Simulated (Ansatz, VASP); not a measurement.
**Two plane-wave programs on CuO**

```
CELL_PARAMETERS angstrom
1.96406 -2.12444 0.00000
1.96406 2.12444 0.00000
0.00000 0.00000 5.08624
ATOMIC_POSITIONS crystal
Cu 0.50000 0.00000 0.00000
Cu 0.00000 0.50000 0.50000
O 0.50000 0.50000 0.25000
O 0.50000 0.50000 0.75000
```

Alike in both runs: task single point; functional PBEsol; k mesh 9 × 9 × 5; occupations fermi-dirac, width 0.05 eV; no spin polarisation.

```csv
,VASP,Ansatz
version,VASP 6.6.1,Ansatz 0.2.0
potentials or method,"VASP PAW PBE potentials, release 64 (Cu, O)",Ansatz PAW
plane-wave cutoff (eV),520,420
valence electrons in the cell,34,50
```

Ansatz gave:

```
gap on the k mesh at the Fermi level (eV)                     : none
pressure (GPa)                                                : 0.5
traceless stress, the component that is largest in VASP (GPa) : -0.61
```

Problem. Estimate VASP's values.

Solution. gap on the k mesh at the Fermi level (eV): none; pressure (GPa): 1.3; traceless stress, the component that is largest in VASP (GPa): -0.67.

VASP's potentials were made for PBE, not for PBEsol. A gap of «none» marks a metal or a gap that the smearing closes. VASP's potentials hold 34 valence electrons a cell and Ansatz's 50, so a difference there can come from the potentials and not from the codes.
